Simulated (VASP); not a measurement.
## CaCdC6N6: single point with PBE

Crystal: CaCdC6N6.

```
CELL_PARAMETERS angstrom
0.00000 5.87549 5.87549
5.87549 0.00000 5.87549
5.87549 5.87549 0.00000
ATOMIC_POSITIONS crystal
Ca 0.50000 0.50000 0.50000
Cd 0.00000 0.00000 0.00000
C 0.80840 0.19160 0.19160
C 0.19160 0.80840 0.19160
C 0.19160 0.19160 0.80840
C 0.19160 0.80840 0.80840
C 0.80840 0.19160 0.80840
C 0.80840 0.80840 0.19160
N 0.70936 0.29064 0.29064
N 0.29064 0.70936 0.29064
N 0.29064 0.29064 0.70936
N 0.29064 0.70936 0.70936
N 0.70936 0.29064 0.70936
N 0.70936 0.70936 0.29064
```

```
Program                : VASP 6.6.1
Task                   : single point
Functional             : PBE
Potentials or basis    : VASP PAW PBE potentials, release 64 (Ca_sv, Cd, C, N)
Cutoff                 : 600 eV
k mesh                 : 4 × 4 × 4
Occupations            : gaussian, width 0.1 eV
Spin                   : collinear spin, ferromagnetic start
Starting moments       : [0.0, 0.0, 1.0, 1.0, 1.0, 1.0, 1.0, 1.0, 1.0, 1.0, 1.0, 1.0, 1.0, 1.0] μB
Dipole correction      : no
Further INCAR settings : ALGO = Normal; EDIFF = 1e-06; NBANDS = 55
```

The pressure is 0.4 GPa. The largest force is 0.356 eV/Å, the band gap on the k mesh is 0.57 eV (least direct gap 0.62 eV) and the net moment is 2.00 μB per cell. The site moments are Ca +0.01; Cd +0.26; C +0.19; N +0.02 μB. The valence electrons inside the program's atomic spheres are Ca 8.07; Cd 10.33; C 2.57; N 3.85.

Forces in eV/Å, atoms in the order of the input:
```
Ca   0.000  0.000  0.000
Cd   0.000  0.000  0.000
C   -0.318  0.000  0.000
C    0.000 -0.318  0.000
C    0.000  0.000 -0.318
C    0.318  0.000  0.000
C    0.000  0.318  0.000
C    0.000  0.000  0.318
N    0.356  0.000  0.000
N    0.000  0.356  0.000
N    0.000  0.000  0.356
N   -0.356  0.000  0.000
N    0.000 -0.356  0.000
N    0.000  0.000 -0.356
```

Levels at points of the mesh, in eV from the valence-band top:
Spin up:
| k point | band 37 | band 38 | band 39 | band 40 | band 41 | band 42 |
| --- | --- | --- | --- | --- | --- | --- |
| (0.00, 0.00, 0.00) | -1.31 | -0.06 | -0.06 | 5.07 | 5.07 | 5.07 |
| (0.50, 0.00, 0.00) | -1.35 | 0.00 | 0.00 | 5.36 | 5.60 | 5.60 |
| (0.50, 0.50, 0.00) | -1.27 | -0.17 | -0.06 | 5.08 | 5.95 | 6.00 |
Spin down:
```tsv
k point	band 34	band 35	band 36	band 37	band 38	band 39	band 40	band 41
(0.00, 0.00, 0.00)	-1.33	-1.23	-1.23	-1.23	0.66	0.67	5.25	5.25
(0.50, 0.00, 0.00)	-1.38	-1.34	-1.13	-1.13	0.72	0.72	5.58	5.81
(0.50, 0.50, 0.00)	-1.23	-1.11	-1.11	-1.01	0.57	0.67	5.26	6.18
```

It took 11 min on 1 thread of Intel(R) Xeon(R) Platinum 8488C (Sapphire Rapids), on a shared host, peak memory 1.2 GiB.

Caveat: semilocal functionals underestimate gaps, and a narrow one can read as zero. A k mesh can miss the band edges.
